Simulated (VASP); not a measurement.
# Re (P-3m1) in VASP: single point with PBE

Aim: the single point of Re with PBE.

Program: VASP 6.6.1. These are calculated values, not measurements. Logs are shortened: lines on timing, memory, paths and dates and some standing lists are left out, and cuts for length are marked.

## Step 1: The cell of the first run

The structure is trigonal, space group P-3m1 (No. 164). Conventional cell: a = 2.761 Å, b = 2.761 Å, c = 4.458 Å, α = 90.00°, β = 90.00°, γ = 120.00°. Re (site symmetry 3m) has 12 Re at 2.66 to 2.82 Å within 3.5 Å.

## Step 2: Single point, PBE

INCAR

```
SYSTEM = Re
PREC     = Accurate       ! precision mode
ENCUT    = 520            ! plane-wave cutoff, eV
EDIFF    = 1E-6           ! SCF threshold, eV
ISMEAR   = 0              ! smearing method
SIGMA    = 0.05           ! smearing width, eV
LREAL    = .FALSE.        ! projectors in reciprocal space
LASPH    = .TRUE.         ! aspherical terms in the spheres
NELM     = 60             ! most SCF steps
ALGO     = Fast           ! electronic algorithm
ISIF     = 2              ! what is computed and relaxed
LWAVE    = .FALSE.        ! write WAVECAR
LCHARG   = .FALSE.        ! write CHGCAR
GGA      = PE             ! functional
NBANDS   = 14             ! bands
```

KPOINTS

```
Automatic mesh
0
G
  15 15 8
  0 0 0
```

POSCAR

```
Re
1.0
    2.7608000000      0.0000000000      0.0000000000
   -1.3804000000      2.3909229348      0.0000000000
    0.0000000000      0.0000000000      4.4582000000
Re
2
Direct
    0.3333333333      0.6666666667      0.2724305774
    0.6666666667      0.3333333333      0.7500000000
```

Potentials or basis: VASP PAW PBE potentials, release 64 (Re).

On the command line:

```bash
cat potpaw_PBE.64/Re/POTCAR > POTCAR
mpirun -np 1 vasp_std > vasp.out
```

OUTCAR:

```text
SYSTEM = Re
   PREC = Accurate
   ENCUT = 520
   EDIFF = 1E-6
   ISMEAR = 0
   LREAL = .FALSE.
   LASPH = .TRUE.
   NELM = 60
   ISIF = 2
   GGA = PE

 ion  position               nearest neighbor table
   1  0.333  0.667  0.272-   2 2.66   2 2.66   2 2.66   2 2.82   2 2.82   2 2.82
   2  0.667  0.333  0.750-   1 2.66   1 2.66   1 2.66   1 2.82   1 2.82   1 2.82

  LATTYP: Found a hexagonal cell.
 ALAT       =     2.7608000000
 C/A-ratio  =     1.6148217908

  Lattice vectors:

 A1 = (   2.7608000000,   0.0000000000,   0.0000000000)
 A2 = (  -1.3804000000,   2.3909229348,   0.0000000000)
 A3 = (   0.0000000000,   0.0000000000,   4.4582000000)

Analysis of symmetry for initial positions (statically):
=====================================================================
 Subroutine PRICEL returns:
 Original cell was already a primitive cell.

 Routine SETGRP: Setting up the symmetry group for a
 hexagonal supercell.

 Subroutine GETGRP returns: Found 12 space group operations
 (whereof  6 operations were pure point group operations)
 out of a pool of 24 trial point group operations.

The static configuration has the point symmetry C_3v.
 The point group associated with its full space group is D_3d.

Analysis of symmetry for dynamics (positions and initial velocities):
=====================================================================
 Subroutine PRICEL returns:
 Original cell was already a primitive cell.

 Routine SETGRP: Setting up the symmetry group for a
 hexagonal supercell.

 Subroutine GETGRP returns: Found 12 space group operations
 (whereof  6 operations were pure point group operations)
 out of a pool of 24 trial point group operations.

The dynamic configuration has the point symmetry C_3v.
 The point group associated with its full space group is D_3d.

 Subroutine INISYM returns: Found 12 space group operations
 (whereof  6 operations are pure point group operations),
 and found     1 'primitive' translations

----------------------------------------------------------------------------------------

                                     Primitive cell

  volume of cell :      29.4280

  direct lattice vectors                    reciprocal lattice vectors
     2.760800000  0.000000000  0.000000000     0.362213851  0.209124264  0.000000000
    -1.380400000  2.390922935  0.000000000     0.000000000  0.418248529  0.000000000
     0.000000000  0.000000000  4.458200000     0.000000000  0.000000000  0.224305774

  length of vectors
     2.760800000  2.760800000  4.458200000     0.418248529  0.418248529  0.224305774

  position of ions in fractional coordinates (direct lattice)
     0.333333333  0.666666667  0.272430577
     0.666666667  0.333333333  0.750000000

  ion indices of the primitive-cell ions
   primitive index   ion index
                 1           1
                 2           2

----------------------------------------------------------------------------------------

 KPOINTS: Automatic mesh

Automatic generation of k-mesh.
 Grid dimensions read from file:
 generate k-points for:   15   15    8

 Generating k-lattice:

  Cartesian coordinates                     Fractional coordinates (reciprocal lattice)
     0.024147590  0.013941618  0.000000000     0.066666667 -0.000000000  0.000000000
     0.000000000  0.027883235  0.000000000     0.000000000  0.066666667  0.000000000
     0.000000000  0.000000000  0.028038222     0.000000000  0.000000000  0.125000000

  Length of vectors
     0.027883235  0.027883235  0.028038222

  Shift w.r.t. Gamma in fractional coordinates (k-lattice)
     0.000000000  0.000000000  0.000000000

 Subroutine IBZKPT returns following result:
 ===========================================

 Found    192 irreducible k-points:

 Following reciprocal coordinates:
            Coordinates               Weight
  0.000000  0.000000  0.000000      1.000000
  0.066667 -0.000000  0.000000      6.000000
  0.133333 -0.000000  0.000000      6.000000
  0.200000 -0.000000  0.000000      6.000000
  0.266667 -0.000000  0.000000      6.000000
  0.333333 -0.000000  0.000000      6.000000
[... 16 lines left out ...]
  0.333333  0.200000  0.000000     12.000000
  0.400000  0.200000  0.000000      6.000000
 [... further k-points ...]
   k-points           NKPTS =    192   k-points in BZ     NKDIM =    192   number of bands    NBANDS=     14
   number of dos      NEDOS =    301   number of ions     NIONS =      2
   total plane-waves  NPLWV =  20736
   dimension x,y,z NGX =    24 NGY =   24 NGZ =   36
   dimension x,y,z NGXF=    48 NGYF=   48 NGZF=   72
   ions per type =               2
   NGX,Y,Z   is equivalent  to a cutoff of  14.45, 14.45, 13.42 a.u.
   NGXF,Y,Z  is equivalent  to a cutoff of  28.90, 28.90, 26.85 a.u.
 SYSTEM =  Re
   PREC   = accura    normal or accurate (medium, high low for compatibility)
   ISTART =      0    job   : 0-new  1-cont  2-samecut
   ICHARG =      2    charge: 1-file 2-atom 10-const
   ISPIN  =      1    spin polarized calculation?
   LNONCOLLINEAR =      F non collinear calculations
   LSORBIT =      F    spin-orbit coupling
   LASPH  =      T    aspherical Exc in radial PAW
   ENCUT  =  520.0 eV  38.22 Ry    6.18 a.u.   5.13  5.13  8.29*2*pi/ulx,y,z
   NELM   =     60;   NELMIN=  2; NELMDL= -5     # of ELM steps
   EDIFF  = 0.1E-05   stopping-criterion for ELM
   LREAL  =      F    real-space projection
   EDIFFG = 0.1E-04   stopping-criterion for IOM
   NSW    =      0    number of steps for IOM
   IBRION =     -1    ionic relax: 0-MD 1-quasi-New 2-CG
   NFREE  =      0    steps in history (QN), initial steepest desc. (CG)
   ISIF   =      2    stress and relaxation
   ISYM   =      2    0-nonsym 1-usesym 2-fastsym
   POTIM  = 0.5000    time-step for ionic-motion
   TEBEG  =    0.0;   TEEND  =   0.0 temperature during run
   PSTRESS=    0.0 pullay stress
   NELECT =      14.0000    total number of electrons
   NUPDOWN=      -1.0000    fix difference up-down
   EMIN   =  10.00;   EMAX   =-10.00  energy-range for DOS
   EFERMI =   0.00;   METHOD = LEGACY
   ISMEAR =     0;   SIGMA  =   0.05  broadening in eV -4-tet -1-fermi 0-gaus
   EFERMI_NEDOS =   21; number of points for ismear=-14 and -15
   IALGO  =     68    algorithm
   IMIX   =      4    mixing-type and parameters
     AMIX     =   0.40;   BMIX     =  1.00
     AMIX_MAG =   1.60;   BMIX_MAG =  1.00
  volume/ion in A,a.u.               =      14.71        99.29
  Fermi-wavevector in a.u.,A,eV,Ry     =   1.278000  2.415070 22.222174  1.633284
  Thomas-Fermi vector in A             =   2.410568
   LORBIT       =      0    0 simple, 1 ext, 2 COOP (PROOUT), +10 PAW based schemes
   GGA     = PE    functional components
   LHFCALC =     F    Hartree Fock is set to
   AEXX    =    0.0000 exact exchange contribution
   IVDW    =     0    specifies the selected vdW correction
   LEPSILON=     F    determine dielectric tensor
   LRPA    =     F    only Hartree local field effects (RPA)
 non-spin polarized calculation
 RMM-DIIS sequential band-by-band and
 Gauss-broadening in eV      SIGMA  =   0.05
  energy-cutoff  :      520.00
  volume of cell :       29.43
 maximum number of plane-waves:       808
 NGX is ok and might be reduce to    24
   NGX = 11   NGY = 11   NGZ = 17

 number of electron      14.0000000 magnetization

 Free energy of the ion-electron system (eV)
  ---------------------------------------------------
  ext. energy  EPLUGINS =         0.00000000
  ---------------------------------------------------
  free energy    TOTEN  =       -24.82455257 eV

  energy without entropy =      -24.82259456  energy(sigma->0) =      -24.82357356

 E-fermi :   7.8079     XC(G=0): -13.7229

 val. band max:        7.8071601288   @ k =   0.4667  -0.0000   0.5000
 cond. band min:       7.8101507618   @ k =   0.3333   0.3333   0.1250
 fundamental gap:      0.0029906330
 Fermi energy:         7.8078888985

 k-point     1 :       0.0000    0.0000    0.0000
  band No.  band energies     occupation
      1      -1.9753      2.00000
      2       1.2374      2.00000
      3       6.2650      2.00000
      4       6.2650      2.00000
      5       6.2940      2.00000
      6       7.0304      2.00000
      7       7.0304      2.00000
      8       8.1672      0.00000
      9       8.1672      0.00000
     10       8.6082      0.00000
     11      11.2995      0.00000
     12      11.2995      0.00000
     13      17.6931      0.00000
     14      22.0113      0.00000

 k-point     2 :       0.0667   -0.0000    0.0000
  band No.  band energies     occupation
      1      -1.7928      2.00000
      2       1.4084      2.00000
      3       5.8128      2.00000
      4       6.4304      2.00000
      5       6.6780      2.00000
      6       6.8950      2.00000
      7       7.1551      2.00000
      8       7.7786      1.59258
      9       8.0606      0.00000
     10       8.2145      0.00000
     11      11.3956      0.00000
     12      12.1053      0.00000
     13      17.7059      0.00000
     14      22.4175      0.00000

 k-point     3 :       0.1333   -0.0000    0.0000
  band No.  band energies     occupation
      1      -1.2681      2.00000
      2       1.8721      2.00000
      3       5.2704      2.00000
      4       6.4150      2.00000
      5       6.6801      2.00000
      6       6.9112      2.00000
      7       7.2324      2.00000
      8       7.3422      2.00000
      9       7.9173      0.00197
     10       7.9952      0.00000
     11      11.6198      0.00000
     12      13.6215      0.00000
     13      17.6803      0.00000
     14      23.4857      0.00000
[... 324 lines left out ...]
 k-point    23 :       0.3333    0.2000    0.0000
  band No.  band energies     occupation
      1       2.7432      2.00000
      2       2.9765      2.00000
      3       3.1879      2.00000
      4       4.8559      2.00000
      5       5.5720      2.00000
      6       6.4037      2.00000
      7       7.3729      2.00000
      8      10.2945      0.00000
      9      11.6137      0.00000
     10      11.7278      0.00000
     11      13.9959      0.00000
     12      15.9182      0.00000
     13      17.5879      0.00000
     14      19.3155      0.00000

 k-point    24 :       0.4000    0.2000    0.0000
  band No.  band energies     occupation
      1       2.6433      2.00000
      2       3.0717      2.00000
      3       3.0969      2.00000
      4       5.1413      2.00000
      5       5.6396      2.00000
      6       6.2245      2.00000
      7       7.5750      2.00000
      8      10.8892      0.00000
      9      11.5952      0.00000
     10      11.6514      0.00000
     11      14.4795      0.00000
     12      15.0753      0.00000
     13      17.0499      0.00000
     14      20.0177      0.00000

 [... further k-points ...]
[... 5 lines left out ...]
  --------------------------------------------------------------------------------------
  -------------------------------------------------------------------------------------
  Total        1.2239320      1.2239320      1.5697573      0.0000000      0.0000000     -0.0000000
  in kB       66.6358299     66.6358299     85.4639626      0.0000000      0.0000000     -0.0000000
  external PRESSURE =      72.9118741 kB  Pullay stress =       0.0000000 kB

 VOLUME and BASIS-vectors are now :
 -----------------------------------------------------------------------------
  energy-cutoff  :      520.00
  volume of cell :       29.43
      direct lattice vectors                 reciprocal lattice vectors
     2.760800000  0.000000000  0.000000000     0.362213851  0.209124264  0.000000000
    -1.380400000  2.390922935  0.000000000     0.000000000  0.418248529  0.000000000
     0.000000000  0.000000000  4.458200000     0.000000000  0.000000000  0.224305774

 POSITION                                       TOTAL-FORCE (eV/Angst)
 -----------------------------------------------------------------------------------
     -0.00000      1.59395      1.21455         0.000000     -0.000000     -0.549626
      1.38040      0.79697      3.34365        -0.000000      0.000000      0.549626
 -----------------------------------------------------------------------------------
    total drift:                               -0.000000      0.000000     -0.000000

  FREE ENERGIE OF THE ION-ELECTRON SYSTEM (eV)
  ---------------------------------------------------
  free  energy   TOTEN  =       -24.8245525689 eV

  energy  without entropy=      -24.8225945551  energy(sigma->0) =      -24.82357356
```

Wall time 50 s (1 thread of AMD EPYC 9R45 (Zen 5), shared host); peak memory 0.17 GiB.

What came out:

```
Free energy            : -24.8246 eV
Pressure               : 7.3 GPa
Largest force          : 0.550 eV/Å
Band gap on the k mesh : zero (band 7 reaches 9.46 eV, above the bottom of band 8 at 6.17 eV)
```

Forces in eV/Å, atoms in the order of the input:
```
Re   0.000  0.000 -0.550
Re   0.000  0.000  0.550
```

Stress tensor (GPa, compression positive):
```
6.66 0.00 0.00
0.00 6.66 0.00
0.00 0.00 8.55
```

Levels at points of the mesh, in eV from the Fermi level:
| k point | band 3 | band 4 | band 5 | band 6 | band 7 | band 8 | band 9 | band 10 | band 11 | band 12 |
| --- | --- | --- | --- | --- | --- | --- | --- | --- | --- | --- |
| (0.00, 0.00, 0.00) | -1.54 | -1.54 | -1.51 | -0.78 | -0.78 | 0.36 | 0.36 | 0.80 | 3.49 | 3.49 |
| (0.00, 0.00, 0.50) | -2.78 | -1.76 | -1.70 | -1.70 | -1.64 | -1.64 | 2.41 | 2.41 | 2.91 | 2.91 |

Caveat: spin-orbit coupling is left out, which moves the levels of the heavy elements.
